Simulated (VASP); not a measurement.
# Sc (I4/mmm) in VASP: notebook

Runs on Sc. Level: LDA. Tasks: single point.

Everything below comes from runs of VASP 6.6.1. Logs are shortened: lines on timing, memory, paths and dates and some standing lists are left out, and cuts for length are marked.

## Step 1: The cell of the first run

Symmetry: I4/mmm, No. 139, tetragonal system. The conventional cell has a = 3.860 Å, b = 3.860 Å, c = 3.458 Å, α = 90.00°, β = 90.00°, γ = 90.00°. Within 4.3 Å of Sc (site symmetry 4/mmm) lie 14 Sc at 3.23 to 3.86 Å.

## Step 2: Single point, LDA (volume scaled by 1.02)

The input, INCAR:

```
  PREC = Accurate
  ENCUT = 520
  EDIFF = 1E-7
  ISMEAR = -1
  SIGMA = 0.03
  LREAL = False
  LASPH = True
  NELM = 100
  ALGO = Normal
  ISIF = 2
  LWAVE = False
  LCHARG = False
  GGA = CA
  NBANDS = 12
```

The input, KPOINTS:

```
Automatic mesh
0
Gamma
  13 13 13
```

The input, POSCAR:

```
Sc
1.0
   -1.9299025810      1.9299025810      1.7289781858
    1.9299025810     -1.9299025810      1.7289781858
    1.9299025810      1.9299025810     -1.7289781858
Sc
1
Direct
    0.0000000000      0.0000000000      0.0000000000
```

Potentials or basis: VASP PAW LDA potentials, release 64 (Sc_sv).

The run is started by

```
cat potpaw_LDA.64/Sc_sv/POTCAR > POTCAR
mpirun -np 1 vasp_std > vasp.out
```

OUTCAR:

```text
PREC = Accurate
   ENCUT = 520
   EDIFF = 1E-7
   ISMEAR = -1
   LREAL = False
   LASPH = True
   NELM = 100
   ISIF = 2
   GGA = CA

 ion  position               nearest neighbor table
   1  0.000  0.000  0.000-

  LATTYP: Found a body centered tetragonal cell.
 ALAT       =     3.8598051620
 C/A-ratio  =     0.8958888406

  Lattice vectors:

 A1 = (  -1.9299025810,   1.9299025810,   1.7289781858)
 A2 = (   1.9299025810,  -1.9299025810,   1.7289781858)
 A3 = (   1.9299025810,   1.9299025810,  -1.7289781858)

Analysis of symmetry for initial positions (statically):
=====================================================================
 Subroutine PRICEL returns:
 Original cell was already a primitive cell.

 Routine SETGRP: Setting up the symmetry group for a
 body centered tetragonal supercell.

 Subroutine GETGRP returns: Found 16 space group operations
 (whereof 16 operations were pure point group operations)
 out of a pool of 16 trial point group operations.

The static configuration has the point symmetry D_4h.

Analysis of symmetry for dynamics (positions and initial velocities):
=====================================================================
 Subroutine PRICEL returns:
 Original cell was already a primitive cell.

 Routine SETGRP: Setting up the symmetry group for a
 body centered tetragonal supercell.

 Subroutine GETGRP returns: Found 16 space group operations
 (whereof 16 operations were pure point group operations)
 out of a pool of 16 trial point group operations.

The dynamic configuration has the point symmetry D_4h.

 Subroutine INISYM returns: Found 16 space group operations
 (whereof 16 operations are pure point group operations),
 and found     1 'primitive' translations

----------------------------------------------------------------------------------------

                                     Primitive cell

  volume of cell :      25.7585

  direct lattice vectors                    reciprocal lattice vectors
    -1.929902581  1.929902581  1.728978186     0.000000000  0.259080435  0.289188148
     1.929902581 -1.929902581  1.728978186     0.259080435  0.000000000  0.289188148
     1.929902581  1.929902581 -1.728978186     0.259080435  0.259080435  0.000000000

  length of vectors
     3.230853372  3.230853372  3.230853372     0.388268537  0.388268537  0.366395065

[... 76 lines left out ...]
   ENCUT  =  520.0 eV  38.22 Ry    6.18 a.u.   6.01  6.01  6.01*2*pi/ulx,y,z
   NELM   =    100;   NELMIN=  2; NELMDL= -5     # of ELM steps
   EDIFF  = 0.1E-06   stopping-criterion for ELM
   LREAL  =      F    real-space projection
   EDIFFG = 0.1E-05   stopping-criterion for IOM
   NSW    =      0    number of steps for IOM
   IBRION =     -1    ionic relax: 0-MD 1-quasi-New 2-CG
   NFREE  =      0    steps in history (QN), initial steepest desc. (CG)
   ISIF   =      2    stress and relaxation
   ISYM   =      2    0-nonsym 1-usesym 2-fastsym
   POTIM  = 0.5000    time-step for ionic-motion
   TEBEG  =    0.0;   TEEND  =   0.0 temperature during run
   PSTRESS=    0.0 pullay stress
   NELECT =      11.0000    total number of electrons
   NUPDOWN=      -1.0000    fix difference up-down
   EMIN   =  10.00;   EMAX   =-10.00  energy-range for DOS
   EFERMI =   0.00;   METHOD = LEGACY
   ISMEAR =    -1;   SIGMA  =   0.03  broadening in eV -4-tet -1-fermi 0-gaus
   EFERMI_NEDOS =   21; number of points for ismear=-14 and -15
   IALGO  =     38    algorithm
   IMIX   =      4    mixing-type and parameters
     AMIX     =   0.40;   BMIX     =  1.00
     AMIX_MAG =   1.60;   BMIX_MAG =  1.00
  volume/ion in A,a.u.               =      25.76       173.83
  Fermi-wavevector in a.u.,A,eV,Ry     =   1.232818  2.329688 20.678682  1.519840
  Thomas-Fermi vector in A             =   2.367573
   LORBIT       =      0    0 simple, 1 ext, 2 COOP (PROOUT), +10 PAW based schemes
   GGA     = CA    functional components
   LHFCALC =     F    Hartree Fock is set to
   AEXX    =    0.0000 exact exchange contribution
   IVDW    =     0    specifies the selected vdW correction
   LEPSILON=     F    determine dielectric tensor
   LRPA    =     F    only Hartree local field effects (RPA)
 non-spin polarized calculation
  energy-cutoff  :      520.00
  volume of cell :       25.76
 maximum number of plane-waves:       718
   NGX = 11   NGY = 11   NGZ = 11

 number of electron      11.0000004 magnetization

 Free energy of the ion-electron system (eV)
  ---------------------------------------------------
  ext. energy  EPLUGINS =         0.00000000
  ---------------------------------------------------
  free energy    TOTEN  =        -6.54437633 eV

  energy without entropy =       -6.53583012  energy(sigma->0) =       -6.54010322

 E-fermi :   3.3068     XC(G=0):  -9.9659

 val. band max:        3.3007920826   @ k =  -0.4615   0.3077  -0.0000
 cond. band min:       3.3079010771   @ k =   0.3846   0.1538   0.0000
 fundamental gap:      0.0071089945
 Fermi energy:         3.3067994525

 k-point     1 :       0.0000    0.0000    0.0000
  band No.  band energies     occupation
      1     -45.7509      2.00000
      2     -24.5262      2.00000
      3     -24.5262      2.00000
      4     -24.5024      2.00000
      5      -1.7833      2.00000
      6       4.2429      0.00000
      7       4.9150      0.00000
      8       4.9150      0.00000
      9       5.5799      0.00000
     10       6.3328      0.00000
     11      16.6705      0.00000
     12      16.6705      0.00000
[... 331 lines left out ...]
 k-point    24 :       0.4615    0.1538    0.0000
  band No.  band energies     occupation
      1     -45.6906      2.00000
      2     -24.8367      2.00000
      3     -24.6668      2.00000
      4     -24.5565      2.00000
      5       1.9263      2.00000
      6       3.3600      0.28986
      7       3.6381      0.00003
      8       5.9303      0.00000
      9       6.5165      0.00000
     10       7.6802      0.00000
     11      10.2438      0.00000
     12      12.2236      0.00000

 [... further k-points ...]
[... 5 lines left out ...]
  --------------------------------------------------------------------------------------
  -------------------------------------------------------------------------------------
  Total       -1.0083632     -1.0083632     -0.9566799      0.0000000     -0.0000000      0.0000000
  in kB      -62.7201768    -62.7201768    -59.5054816      0.0000000     -0.0000000      0.0000000
  external PRESSURE =     -61.6486117 kB  Pullay stress =       0.0000000 kB

 VOLUME and BASIS-vectors are now :
 -----------------------------------------------------------------------------
  energy-cutoff  :      520.00
  volume of cell :       25.76
      direct lattice vectors                 reciprocal lattice vectors
    -1.929902581  1.929902581  1.728978186     0.000000000  0.259080435  0.289188148
     1.929902581 -1.929902581  1.728978186     0.259080435  0.000000000  0.289188148
     1.929902581  1.929902581 -1.728978186     0.259080435  0.259080435  0.000000000

 POSITION                                       TOTAL-FORCE (eV/Angst)
 -----------------------------------------------------------------------------------
      0.00000      0.00000      0.00000        -0.000000      0.000000     -0.000000
 -----------------------------------------------------------------------------------
    total drift:                                0.000000      0.000000     -0.000000

  FREE ENERGIE OF THE ION-ELECTRON SYSTEM (eV)
  ---------------------------------------------------
  free  energy   TOTEN  =        -6.5443763314 eV

  energy  without entropy=       -6.5358301178  energy(sigma->0) =       -6.54010322
```

stdout:

```text
POSCAR found type information on POSCAR Sc
 POSCAR found :  1 types and       1 ions
 scaLAPACK will be used
 LDA part: xc-table for (Slater(with rela. corr.)+CA(PZ))
 , standard interpolation
 POSCAR, INCAR and KPOINTS ok, starting setup
 FFT: planning ... GRIDC
 FFT: planning ... GRID_SOFT
 FFT: planning ... GRID
 WAVECAR not read
 entering main loop
```

It took 15 s on 1 thread of Intel Xeon 6975P-C (Granite Rapids), shared host; peak memory 0.16 GiB.

Results:

- Free energy: -6.5444 eV
- Pressure: -6.2 GPa

Levels at points of the mesh, in eV from the Fermi level:
```csv
k point,band 1,band 2,band 3,band 4,band 5,band 6,band 7,band 8,band 9,band 10
"(0.00, 0.00, 0.00)",-49.06,-27.83,-27.83,-27.81,-5.09,0.94,1.61,1.61,2.27,3.03
```

## Step 3: Single point, LDA (volume scaled by 1.06)

The input, INCAR:

```
PREC     = Accurate       # precision mode
ENCUT    = 520            # plane-wave cutoff, eV
EDIFF    = 1E-7           # SCF threshold, eV
ISMEAR   = -1             # smearing method
SIGMA    = 0.03           # smearing width, eV
LREAL    = F              # projectors in reciprocal space
LASPH    = T              # aspherical terms in the spheres
NELM     = 100            # most SCF steps
ALGO     = Normal         # electronic algorithm
ISIF     = 2              # what is computed and relaxed
LWAVE    = F              # write WAVECAR
LCHARG   = T              # write CHGCAR
GGA      = CA             # functional
LELF     = T              # ELF
LVHAR    = T            
NBANDS   = 12             # bands
```

KPOINTS is that of step 2.

The input, POSCAR:

```
Sc
1.0
   -1.9548072966      1.9548072966      1.7512900426
    1.9548072966     -1.9548072966      1.7512900426
    1.9548072966      1.9548072966     -1.7512900426
Sc
1
Direct
    0.0000000000      0.0000000000      0.0000000000
```

Potentials or basis: VASP PAW LDA potentials, release 64 (Sc_sv).

The run is started by

```
cat potpaw_LDA.64/Sc_sv/POTCAR > POTCAR
mpirun -np 1 vasp_std > vasp.out
```

Wall time 17 s (1 thread of Intel Xeon 6975P-C (Granite Rapids), shared host); peak memory 0.16 GiB.

Results (log left out):

| Property | Result |
| --- | --- |
| Free energy | -6.5015 eV |
| Pressure | -7.5 GPa |

Stress tensor (GPa, compression positive):
```
-7.58  0.00  0.00
 0.00 -7.58  0.00
 0.00  0.00 -7.32
```

Levels at points of the mesh, in eV from the Fermi level:
```csv
k point,band 1,band 2,band 3,band 4,band 5,band 6,band 7,band 8,band 9,band 10
"(0.00, 0.00, 0.00)",-49.16,-27.95,-27.95,-27.93,-5.01,0.90,1.54,1.54,2.18,2.89
```
